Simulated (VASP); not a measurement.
# AgBr (Fm-3m) in VASP: further runs, part 2 of 2

VASP 6.6.1.

## 3. Single point, PBE (15.37 Å³/atom)

Input file INCAR:

```
ALGO = Normal
EDIFF = 1E-6
ENCUT = 500
GGA = PE
GGA_COMPAT = F
ISIF = 2
ISMEAR = -1
LASPH = T
LCHARG = T
LELF = T
LREAL = F
LVHAR = T
LWAVE = F
NBANDS = 16
NELM = 120
PREC = Accurate
SIGMA = 0.03
```

Input file KPOINTS:

```
k-points
0
Gamma
  9 9 9
```

Input file POSCAR:

```
AgBr
1.0
    0.0000000000      2.4862361682      2.4862361682
    2.4862361682      0.0000000000      2.4862361682
    2.4862361682      2.4862361682      0.0000000000
Ag Br
1 1
Direct
    0.0000000000      0.0000000000      0.0000000000
    0.5000000000      0.5000000000      0.5000000000
```

Potentials or basis: VASP PAW PBE potentials, release 64 (Ag, Br).

The run is started by

```bash
cat potpaw_PBE.64/Ag/POTCAR potpaw_PBE.64/Br/POTCAR > POTCAR
mpirun -np 1 vasp_std > vasp.out
```

OUTCAR:

```text
EDIFF = 1E-6
   ENCUT = 500
   GGA = PE
   ISIF = 2
   ISMEAR = -1
   LASPH = T
   LREAL = F
   NELM = 120
   PREC = Accurate

 ion  position               nearest neighbor table
   1  0.000  0.000  0.000-   2 2.49   2 2.49   2 2.49   2 2.49   2 2.49   2 2.49
   2  0.500  0.500  0.500-   1 2.49   1 2.49   1 2.49   1 2.49   1 2.49   1 2.49

  LATTYP: Found a face centered cubic cell.
 ALAT       =     4.9724723364

  Lattice vectors:

 A1 = (   0.0000000000,   2.4862361682,   2.4862361682)
 A2 = (   2.4862361682,   0.0000000000,   2.4862361682)
 A3 = (   2.4862361682,   2.4862361682,   0.0000000000)

Analysis of symmetry for initial positions (statically):
=====================================================================
 Subroutine PRICEL returns:
 Original cell was already a primitive cell.

 Routine SETGRP: Setting up the symmetry group for a
 face centered cubic supercell.

 Subroutine GETGRP returns: Found 48 space group operations
 (whereof 48 operations were pure point group operations)
 out of a pool of 48 trial point group operations.

The static configuration has the point symmetry O_h .

Analysis of symmetry for dynamics (positions and initial velocities):
=====================================================================
 Subroutine PRICEL returns:
 Original cell was already a primitive cell.

 Routine SETGRP: Setting up the symmetry group for a
 face centered cubic supercell.

 Subroutine GETGRP returns: Found 48 space group operations
 (whereof 48 operations were pure point group operations)
 out of a pool of 48 trial point group operations.

The dynamic configuration has the point symmetry O_h .

 Subroutine INISYM returns: Found 48 space group operations
 (whereof 48 operations are pure point group operations),
 and found     1 'primitive' translations

----------------------------------------------------------------------------------------

                                     Primitive cell

  volume of cell :      30.7367

  direct lattice vectors                    reciprocal lattice vectors
     0.000000000  2.486236168  2.486236168    -0.201107202  0.201107202  0.201107202
     2.486236168  0.000000000  2.486236168     0.201107202 -0.201107202  0.201107202
     2.486236168  2.486236168  0.000000000     0.201107202  0.201107202 -0.201107202

  length of vectors
     3.516068908  3.516068908  3.516068908     0.348327892  0.348327892  0.348327892

  position of ions in fractional coordinates (direct lattice)
     0.000000000  0.000000000  0.000000000
     0.500000000  0.500000000  0.500000000

  ion indices of the primitive-cell ions
   primitive index   ion index
                 1           1
                 2           2

----------------------------------------------------------------------------------------

 KPOINTS: k-points

Automatic generation of k-mesh.
 Grid dimensions read from file:
 generate k-points for:    9    9    9

 Generating k-lattice:

  Cartesian coordinates                     Fractional coordinates (reciprocal lattice)
    -0.022345245  0.022345245  0.022345245     0.111111111  0.000000000  0.000000000
     0.022345245 -0.022345245  0.022345245     0.000000000  0.111111111  0.000000000
     0.022345245  0.022345245 -0.022345245     0.000000000  0.000000000  0.111111111

  Length of vectors
     0.038703099  0.038703099  0.038703099

  Shift w.r.t. Gamma in fractional coordinates (k-lattice)
     0.000000000  0.000000000  0.000000000

 Subroutine IBZKPT returns following result:
 ===========================================

 Found     35 irreducible k-points:

 Following reciprocal coordinates:
            Coordinates               Weight
  0.000000  0.000000  0.000000      1.000000
  0.111111  0.000000  0.000000      8.000000
  0.222222  0.000000  0.000000      8.000000
  0.333333  0.000000  0.000000      8.000000
  0.444444  0.000000  0.000000      8.000000
  0.111111  0.111111  0.000000      6.000000
[... 16 lines left out ...]
 -0.333333  0.333333  0.000000     12.000000
  0.444444  0.444444  0.000000      6.000000
 [... further k-points ...]
   k-points           NKPTS =     35   k-points in BZ     NKDIM =     35   number of bands    NBANDS=     16
   number of dos      NEDOS =    301   number of ions     NIONS =      2
   total plane-waves  NPLWV =  21952
   dimension x,y,z NGX =    28 NGY =   28 NGZ =   28
   dimension x,y,z NGXF=    56 NGYF=   56 NGZF=   56
   ions per type =               1   1
   NGX,Y,Z   is equivalent  to a cutoff of  13.24, 13.24, 13.24 a.u.
   NGXF,Y,Z  is equivalent  to a cutoff of  26.48, 26.48, 26.48 a.u.
 SYSTEM =  unknown system
   PREC   = accura    normal or accurate (medium, high low for compatibility)
   ISTART =      0    job   : 0-new  1-cont  2-samecut
   ICHARG =      2    charge: 1-file 2-atom 10-const
   ISPIN  =      1    spin polarized calculation?
   LNONCOLLINEAR =      F non collinear calculations
   LSORBIT =      F    spin-orbit coupling
   LASPH  =      T    aspherical Exc in radial PAW
   ENCUT  =  500.0 eV  36.75 Ry    6.06 a.u.   6.41  6.41  6.41*2*pi/ulx,y,z
   NELM   =    120;   NELMIN=  2; NELMDL= -5     # of ELM steps
   EDIFF  = 0.1E-05   stopping-criterion for ELM
   LREAL  =      F    real-space projection
   EDIFFG = 0.1E-04   stopping-criterion for IOM
   NSW    =      0    number of steps for IOM
   IBRION =     -1    ionic relax: 0-MD 1-quasi-New 2-CG
   NFREE  =      0    steps in history (QN), initial steepest desc. (CG)
   ISIF   =      2    stress and relaxation
   ISYM   =      2    0-nonsym 1-usesym 2-fastsym
   POTIM  = 0.5000    time-step for ionic-motion
   TEBEG  =    0.0;   TEEND  =   0.0 temperature during run
   PSTRESS=    0.0 pullay stress
   NELECT =      18.0000    total number of electrons
   NUPDOWN=      -1.0000    fix difference up-down
   EMIN   =  10.00;   EMAX   =-10.00  energy-range for DOS
   EFERMI =   0.00;   METHOD = LEGACY
   ISMEAR =    -1;   SIGMA  =   0.03  broadening in eV -4-tet -1-fermi 0-gaus
   EFERMI_NEDOS =   21; number of points for ismear=-14 and -15
   IALGO  =     38    algorithm
   IMIX   =      4    mixing-type and parameters
     AMIX     =   0.40;   BMIX     =  1.00
     AMIX_MAG =   1.60;   BMIX_MAG =  1.00
  volume/ion in A,a.u.               =      15.37       103.71
  Fermi-wavevector in a.u.,A,eV,Ry     =   1.369662  2.588285 25.524162  1.875973
  Thomas-Fermi vector in A             =   2.495517
   LORBIT       =      0    0 simple, 1 ext, 2 COOP (PROOUT), +10 PAW based schemes
   GGA     = PE    functional components
   LHFCALC =     F    Hartree Fock is set to
   AEXX    =    0.0000 exact exchange contribution
   IVDW    =     0    specifies the selected vdW correction
   LEPSILON=     F    determine dielectric tensor
   LRPA    =     F    only Hartree local field effects (RPA)
 non-spin polarized calculation
  energy-cutoff  :      500.00
  volume of cell :       30.74
 maximum number of plane-waves:       797
 NGX is ok and might be reduce to    28
   NGX = 13   NGY = 13   NGZ = 13

 number of electron      18.0000001 magnetization

 Free energy of the ion-electron system (eV)
  ---------------------------------------------------
  ext. energy  EPLUGINS =         0.00000000
  ---------------------------------------------------
  free energy    TOTEN  =        -2.55757822 eV

  energy without entropy =       -2.55757767  energy(sigma->0) =       -2.55757794

 E-fermi :  10.6478     XC(G=0): -12.2003

 val. band max:       10.3096896867   @ k =   0.4444   0.0000   0.0000
 cond. band min:      10.9463516265   @ k =   0.4444   0.4444   0.0000
 fundamental gap:      0.6366619398
 Fermi energy:        10.6478165544

 k-point     1 :       0.0000    0.0000    0.0000
  band No.  band energies     occupation
      1      -8.5610      2.00000
      2       4.7086      2.00000
      3       4.7086      2.00000
      4       4.7086      2.00000
      5       4.7584      2.00000
      6       4.7584      2.00000
[... 8 lines left out ...]
     15      24.0040      0.00000
     16      24.0040      0.00000
[... 419 lines left out ...]
 k-point    24 :       0.4444    0.4444    0.0000
  band No.  band energies     occupation
      1      -7.2507      2.00000
      2       1.9849      2.00000
      3       3.9457      2.00000
      4       4.7050      2.00000
      5       4.7050      2.00000
      6       5.1588      2.00000
[... 8 lines left out ...]
     15      26.6781      0.00000
     16      26.6781      0.00000

 [... further k-points ...]

------------------------ aborting loop because EDIFF is reached ----------------------------------------

  FORCE on cell =-STRESS in cart. coord.  units (eV):
  Direction    XX          YY          ZZ          XY          YZ          ZX
  --------------------------------------------------------------------------------------
  -------------------------------------------------------------------------------------
  Total       12.9659156     12.9659156     12.9659156      0.0000000      0.0000000      0.0000000
  in kB      675.8598354    675.8598354    675.8598354      0.0000000      0.0000000      0.0000000
  external PRESSURE =     675.8598354 kB  Pullay stress =       0.0000000 kB

 VOLUME and BASIS-vectors are now :
 -----------------------------------------------------------------------------
  energy-cutoff  :      500.00
  volume of cell :       30.74
      direct lattice vectors                 reciprocal lattice vectors
     0.000000000  2.486236168  2.486236168    -0.201107202  0.201107202  0.201107202
     2.486236168  0.000000000  2.486236168     0.201107202 -0.201107202  0.201107202
     2.486236168  2.486236168  0.000000000     0.201107202  0.201107202 -0.201107202

 POSITION                                       TOTAL-FORCE (eV/Angst)
 -----------------------------------------------------------------------------------
      0.00000      0.00000      0.00000        -0.000000     -0.000000     -0.000000
      2.48624      2.48624      2.48624         0.000000      0.000000      0.000000
 -----------------------------------------------------------------------------------
    total drift:                               -0.000000      0.000000      0.000000

  FREE ENERGIE OF THE ION-ELECTRON SYSTEM (eV)
  ---------------------------------------------------
  free  energy   TOTEN  =        -2.5575782219 eV

  energy  without entropy=       -2.5575776652  energy(sigma->0) =       -2.55757794
```

stdout:

```text
POSCAR found type information on POSCAR AgBr
 POSCAR found :  2 types and       2 ions
 scaLAPACK will be used
 LDA part: xc-table for (Slater+PW92), standard interpolation
 POSCAR, INCAR and KPOINTS ok, starting setup
 FFT: planning ... GRIDC
 FFT: planning ... GRID_SOFT
 FFT: planning ... GRID
 WAVECAR not read
 entering main loop
```

Run time: 23 s. Hardware: 1 thread of Intel Xeon 8259CL, shared host; peak memory 0.17 GiB.

Results:

| Item | Value |
| --- | --- |
| Free energy | -2.5576 eV |
| Pressure | 67.6 GPa |
| Band gap on the k mesh | 0.64 eV (least direct gap 2.22 eV) |

Levels at points of the mesh, in eV from the valence-band top:
```tsv
k point	band 5	band 6	band 7	band 8	band 9	band 10	band 11	band 12	band 13	band 14
(0.00, 0.00, 0.00)	-5.55	-5.55	-3.74	-3.74	-3.74	1.29	9.47	9.79	9.79	9.79
```

Caveat: the cell stands under pressure; an odd mesh through Γ misses points on the zone boundary, where band edges can lie.
